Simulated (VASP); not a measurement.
# Rh (I4/mmm) in VASP: a series of runs, part 2 of 3

VASP 6.6.1. Earlier steps stand in the parts before.

### Step 3. Single point, PBE (strain +0.0150 x Voigt [0, 1, 0, 0, 0, 0])

File INCAR:

```
PREC     = Accurate       # precision mode
ENCUT    = 520            # plane-wave cutoff, eV
EDIFF    = 1E-6           # SCF threshold, eV
ISMEAR   = 0              # smearing method
SIGMA    = 0.15           # smearing width, eV
LREAL    = False          # projectors in reciprocal space
LASPH    = True           # aspherical terms in the spheres
NELM     = 80             # most SCF steps
ALGO     = Fast           # electronic algorithm
ISIF     = 2              # what is computed and relaxed
LWAVE    = False          # write WAVECAR
LCHARG   = False          # write CHGCAR
GGA      = PE             # functional
NBANDS   = 14             # bands
```

File KPOINTS:

```
Automatic mesh
0
Gamma
  22 22 22
```

File POSCAR:

```
Rh
1.0
    0.0000000000      1.9300732500      1.9015500000
    1.9015500000      0.0000000000      1.9015500000
    1.9015500000      1.9300732500      0.0000000000
Rh
1
Direct
    0.0000000000      0.0000000000      0.0000000000
```

Potentials or basis: VASP PAW PBE potentials, release 64 (Rh_pv).

Run with:

```sh
> cat potpaw_PBE.64/Rh_pv/POTCAR > POTCAR
> mpirun -np 1 vasp_std > vasp.out
```

OUTCAR:

```text
PREC = Accurate
   ENCUT = 520
   EDIFF = 1E-6
   ISMEAR = 0
   LREAL = False
   LASPH = True
   NELM = 80
   ISIF = 2
   GGA = PE

 ion  position               nearest neighbor table
   1  0.000  0.000  0.000-

  LATTYP: Found a body centered tetragonal cell.
 ALAT       =     2.6891977995
 C/A-ratio  =     1.4354267658

  Lattice vectors:

 A1 = (   0.0000000000,  -1.9300732500,   1.9015500000)
 A2 = (   0.0000000000,  -1.9300732500,  -1.9015500000)
 A3 = (   1.9015500000,   1.9300732500,   0.0000000000)

Analysis of symmetry for initial positions (statically):
=====================================================================
 Subroutine PRICEL returns:
 Original cell was already a primitive cell.

 Routine SETGRP: Setting up the symmetry group for a
 body centered tetragonal supercell.

 Subroutine GETGRP returns: Found 16 space group operations
 (whereof 16 operations were pure point group operations)
 out of a pool of 16 trial point group operations.

The static configuration has the point symmetry D_4h.

Analysis of symmetry for dynamics (positions and initial velocities):
=====================================================================
 Subroutine PRICEL returns:
 Original cell was already a primitive cell.

 Routine SETGRP: Setting up the symmetry group for a
 body centered tetragonal supercell.

 Subroutine GETGRP returns: Found 16 space group operations
 (whereof 16 operations were pure point group operations)
 out of a pool of 16 trial point group operations.

The dynamic configuration has the point symmetry D_4h.

 Subroutine INISYM returns: Found 16 space group operations
 (whereof 16 operations are pure point group operations),
 and found     1 'primitive' translations

----------------------------------------------------------------------------------------

                                     Primitive cell

  volume of cell :      13.9579

  direct lattice vectors                    reciprocal lattice vectors
     0.000000000  1.930073250  1.901550000    -0.262943388  0.259057525  0.262943388
     1.901550000  0.000000000  1.901550000     0.262943388 -0.259057525  0.262943388
     1.901550000  1.930073250  0.000000000     0.262943388  0.259057525 -0.262943388

  length of vectors
     2.709441853  2.689197800  2.709441853     0.453198910  0.453198910  0.453198910

  position of ions in fractional coordinates (direct lattice)
     0.000000000  0.000000000  0.000000000

  ion indices of the primitive-cell ions
   primitive index   ion index
                 1           1

----------------------------------------------------------------------------------------

 KPOINTS: Automatic mesh

Automatic generation of k-mesh.
 Grid dimensions read from file:
 generate k-points for:   22   22   22

 Generating k-lattice:

  Cartesian coordinates                     Fractional coordinates (reciprocal lattice)
    -0.011951972  0.011775342  0.011951972     0.045454545  0.000000000 -0.000000000
     0.011951972 -0.011775342  0.011951972     0.000000000  0.045454545  0.000000000
     0.011951972  0.011775342 -0.011951972    -0.000000000  0.000000000  0.045454545

  Length of vectors
     0.020599950  0.020599950  0.020599950

  Shift w.r.t. Gamma in fractional coordinates (k-lattice)
     0.000000000  0.000000000  0.000000000

 Subroutine IBZKPT returns following result:
 ===========================================

 Found    834 irreducible k-points:

 Following reciprocal coordinates:
            Coordinates               Weight
  0.000000  0.000000  0.000000      1.000000
  0.045455  0.000000  0.000000      8.000000
  0.090909  0.000000  0.000000      8.000000
  0.136364  0.000000  0.000000      8.000000
  0.181818  0.000000  0.000000      8.000000
  0.227273  0.000000  0.000000      8.000000
[... 16 lines left out ...]
  0.500000  0.045455 -0.000000     16.000000
 -0.454545  0.045455 -0.000000     16.000000
 [... further k-points ...]
   k-points           NKPTS =    834   k-points in BZ     NKDIM =    834   number of bands    NBANDS=     14
   number of dos      NEDOS =    301   number of ions     NIONS =      1
   total plane-waves  NPLWV =   8000
   dimension x,y,z NGX =    20 NGY =   20 NGZ =   20
   dimension x,y,z NGXF=    40 NGYF=   40 NGZF=   40
   ions per type =               1
   NGX,Y,Z   is equivalent  to a cutoff of  12.27, 12.36, 12.27 a.u.
   NGXF,Y,Z  is equivalent  to a cutoff of  24.54, 24.73, 24.54 a.u.
 SYSTEM =  unknown system
   PREC   = accura    normal or accurate (medium, high low for compatibility)
   ISTART =      0    job   : 0-new  1-cont  2-samecut
   ICHARG =      2    charge: 1-file 2-atom 10-const
   ISPIN  =      1    spin polarized calculation?
   LNONCOLLINEAR =      F non collinear calculations
   LSORBIT =      F    spin-orbit coupling
   LASPH  =      T    aspherical Exc in radial PAW
   ENCUT  =  520.0 eV  38.22 Ry    6.18 a.u.   5.04  5.00  5.04*2*pi/ulx,y,z
   NELM   =     80;   NELMIN=  2; NELMDL= -5     # of ELM steps
   EDIFF  = 0.1E-05   stopping-criterion for ELM
   LREAL  =      F    real-space projection
   EDIFFG = 0.1E-04   stopping-criterion for IOM
   NSW    =      0    number of steps for IOM
   IBRION =     -1    ionic relax: 0-MD 1-quasi-New 2-CG
   NFREE  =      0    steps in history (QN), initial steepest desc. (CG)
   ISIF   =      2    stress and relaxation
   ISYM   =      2    0-nonsym 1-usesym 2-fastsym
   POTIM  = 0.5000    time-step for ionic-motion
   TEBEG  =    0.0;   TEEND  =   0.0 temperature during run
   PSTRESS=    0.0 pullay stress
   NELECT =      15.0000    total number of electrons
   NUPDOWN=      -1.0000    fix difference up-down
   EMIN   =  10.00;   EMAX   =-10.00  energy-range for DOS
   EFERMI =   0.00;   METHOD = LEGACY
   ISMEAR =     0;   SIGMA  =   0.15  broadening in eV -4-tet -1-fermi 0-gaus
   EFERMI_NEDOS =   21; number of points for ismear=-14 and -15
   IALGO  =     68    algorithm
   IMIX   =      4    mixing-type and parameters
     AMIX     =   0.40;   BMIX     =  1.00
     AMIX_MAG =   1.60;   BMIX_MAG =  1.00
  volume/ion in A,a.u.               =      13.96        94.19
  Fermi-wavevector in a.u.,A,eV,Ry     =   1.676868  3.168821 38.258026  2.811886
  Thomas-Fermi vector in A             =   2.761235
   LORBIT       =      0    0 simple, 1 ext, 2 COOP (PROOUT), +10 PAW based schemes
   GGA     = PE    functional components
   LHFCALC =     F    Hartree Fock is set to
   AEXX    =    0.0000 exact exchange contribution
   IVDW    =     0    specifies the selected vdW correction
   LEPSILON=     F    determine dielectric tensor
   LRPA    =     F    only Hartree local field effects (RPA)
 non-spin polarized calculation
 RMM-DIIS sequential band-by-band and
 Gauss-broadening in eV      SIGMA  =   0.15
  energy-cutoff  :      520.00
  volume of cell :       13.96
 maximum number of plane-waves:       388
   NGX =  9   NGY =  9   NGZ =  9

 number of electron      15.0000004 magnetization

 Free energy of the ion-electron system (eV)
  ---------------------------------------------------
  ext. energy  EPLUGINS =         0.00000000
  ---------------------------------------------------
  free energy    TOTEN  =        -7.26422225 eV

  energy without entropy =       -7.24875737  energy(sigma->0) =       -7.25648981

 E-fermi :  11.6222     XC(G=0): -13.9345

 val. band max:       11.6204146449   @ k =   0.3182   0.0000   0.1818
 cond. band min:      11.6226708594   @ k =   0.3636  -0.0455   0.3182
 fundamental gap:      0.0022562145
 Fermi energy:        11.6221674923

 k-point     1 :       0.0000    0.0000    0.0000
  band No.  band energies     occupation
      1     -34.7310      2.00000
      2     -34.7228      2.00000
      3     -34.7228      2.00000
      4       3.7809      2.00000
      5       8.5175      2.00000
      6       8.6761      2.00000
      7       8.6761      2.00000
      8      10.5609      2.00000
      9      10.7525      2.00000
     10      27.6385      0.00000
     11      32.2034      0.00000
     12      32.7128      0.00000
     13      33.1605      0.00000
     14      33.1605      0.00000
[... 375 lines left out ...]
 k-point    24 :      -0.4545    0.0455   -0.0000
  band No.  band energies     occupation
      1     -35.4093      2.00000
      2     -34.8360      2.00000
      3     -34.8188      2.00000
      4       5.7055      2.00000
      5       8.4868      2.00000
      6       8.6251      2.00000
      7      11.3799      1.97762
      8      12.1105      0.00000
      9      13.0866      0.00000
     10      20.2957      0.00000
     11      27.2751      0.00000
     12      32.2022      0.00000
     13      32.4877      0.00000
     14      32.8886      0.00000

 [... further k-points ...]
[... 5 lines left out ...]
  --------------------------------------------------------------------------------------
  -------------------------------------------------------------------------------------
  Total        0.2550042     -0.0526317      0.2550042      0.0000000      0.0000000      0.0000000
  in kB       29.2710692     -6.0414177     29.2710692      0.0000000      0.0000000      0.0000000
  external PRESSURE =      17.5002402 kB  Pullay stress =       0.0000000 kB

 VOLUME and BASIS-vectors are now :
 -----------------------------------------------------------------------------
  energy-cutoff  :      520.00
  volume of cell :       13.96
      direct lattice vectors                 reciprocal lattice vectors
     0.000000000  1.930073250  1.901550000    -0.262943388  0.259057525  0.262943388
     1.901550000  0.000000000  1.901550000     0.262943388 -0.259057525  0.262943388
     1.901550000  1.930073250  0.000000000     0.262943388  0.259057525 -0.262943388

 POSITION                                       TOTAL-FORCE (eV/Angst)
 -----------------------------------------------------------------------------------
      0.00000      0.00000      0.00000        -0.000000      0.000000      0.000000
 -----------------------------------------------------------------------------------
    total drift:                                0.000000      0.000000      0.000000

  FREE ENERGIE OF THE ION-ELECTRON SYSTEM (eV)
  ---------------------------------------------------
  free  energy   TOTEN  =        -7.2642222512 eV

  energy  without entropy=       -7.2487573727  energy(sigma->0) =       -7.25648981
```

Run time: 53 s. Hardware: 1 thread of Intel Xeon 6975P-C (Granite Rapids), shared host; peak memory 0.25 GiB.

Results:

* Free energy: -7.2642 eV
* Pressure: 1.8 GPa

Stress tensor (GPa, compression positive):
```
 2.93  0.00  0.00
 0.00 -0.60  0.00
 0.00  0.00  2.93
```

Caveat: the cell differs from its parent crystal (strain +0.0150 x Voigt [0, 1, 0, 0, 0, 0]).

(Part 2 of 3 ends here.)
